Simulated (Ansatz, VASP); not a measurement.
InP: VASP beside Ansatz

```
In P
1.0
     0.00000    2.88082    2.88082
     2.88082    0.00000    2.88082
     2.88082    2.88082    0.00000
In P
1 1
Direct
  0.00000 0.00000 0.00000
  0.75000 0.75000 0.75000
```

Change from the starting cell: volume scaled by 0.95, PAW files.

Alike in both runs: task electric field gradients; functional PBE; k mesh 11 × 11 × 11; occupations fermi-dirac, width 0.03 eV; no spin polarisation.

|  | VASP | Ansatz |
| --- | --- | --- |
| version | VASP 6.6.1 | Ansatz 0.2.0 |
| potentials or method | VASP PAW PBE potentials, release 64 (In_d, P) | PAW with Ansatz's default frozen-core files, scalar-relativistic |
| plane-wave cutoff (eV) | 520 | 420 |
| valence electrons in the cell | 18 | 18 |

|  | VASP | Ansatz | Ansatz less VASP |
| --- | --- | --- | --- |
| pressure (GPa) | 7.6 | 7.6 | +0.07 |

The functional is the same, so the differences come from potentials, cutoffs and numerics.
